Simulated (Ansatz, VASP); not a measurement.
## Two plane-wave programs on Se

INCAR

```
PREC     = Accurate       # precision mode
ENCUT    = 520            # plane-wave cutoff, eV
EDIFF    = 1E-8           # SCF threshold, eV
ISMEAR   = -1             # smearing method
SIGMA    = 0.03           # smearing width, eV
LREAL    = F              # projectors in reciprocal space
LASPH    = T              # aspherical terms in the spheres
NELM     = 100            # most SCF steps
ALGO     = Normal         # electronic algorithm
ISIF     = 2              # what is computed and relaxed
LWAVE    = F              # write WAVECAR
LCHARG   = F              # write CHGCAR
GGA      = PE             # functional
LEFG     = T            
NBANDS   = 16             # bands
```

File KPOINTS:

```
regular mesh
0
Gamma
  6 6 5
```

File POSCAR:

```
Se
1.0
    4.3661999489      0.0000000000      0.0000000000
   -2.1830999745      3.7812400738      0.0000000000
    0.0000000000      0.0000000000      4.8049920000
Se
3
Direct
    0.2254000000      0.0000000000      0.3333333333
    0.0000000000      0.2254000000      0.6666666667
    0.7746000000      0.7746000000      0.0000000000
```

Input for Ansatz:

```yaml
crystal:
  lattice:
    - [4.3661999489, 0.0, 0.0]
    - [-2.1830999745, 3.7812400738, 0.0]
    - [0.0, 0.0, 4.804992]
  atoms:
    - { symbol: Se, position: [0.2254, 0.0, 0.3333333333] }
    - { symbol: Se, position: [0.0, 0.2254, 0.6666666667] }
    - { symbol: Se, position: [0.7746, 0.7746, 0.0] }
kpoints:
  mp_grid: { grid: [6, 6, 5] }
scf:
  occupations: { method: fermi_dirac, width: 0.03 }
hamiltonian:
  xc: pbe
  pseudopotentials: { kind: paw }
output:
  forces: true
  stress: true
  eigenvalues: true
  efg: { contact_densities: true }
  write_density: true
  write_potential: true
  elf: true
  volumetric_format: npy
```

Change from the starting cell: zz strain of -3 %, PAW files.

Alike in both runs: task electric field gradients; functional PBE; k mesh 6 × 6 × 5; occupations fermi-dirac, width 0.03 eV; no spin polarisation.

|  | VASP | Ansatz |
| --- | --- | --- |
| version | VASP 6.6.1 | Ansatz 0.2.0 |
| potentials or method | VASP PAW PBE potentials, release 64 (Se) | PAW with Ansatz's default frozen-core files, scalar-relativistic |
| plane-wave cutoff (eV) | 520 | 420 |
| valence electrons in the cell | 18 | 48 |

|  | VASP | Ansatz | Ansatz less VASP |
| --- | --- | --- | --- |
| gap on the k mesh at the Fermi level (eV) | 1.25 | 1.25 | +0.001 |
| pressure (GPa) | 5.7 | 5.5 | -0.17 |
| traceless stress, the component that is largest in VASP (GPa) | 2.72 | 2.67 | -0.053 |
| rms of the force components (eV/Å) | 0.485 | 0.461 | -0.0237 |
| size of Vzz on the site where it differs most (V/Å²) | 499.2 | 517.4 | +18.17 |

Atom by atom the forces differ by 0.024 eV/Å (rms over components). With one functional, cell and mesh, what is left measures potentials, basis and numerics. VASP's potentials hold 18 valence electrons a cell and Ansatz's 48, so a difference there can come from the potentials and not from the codes.
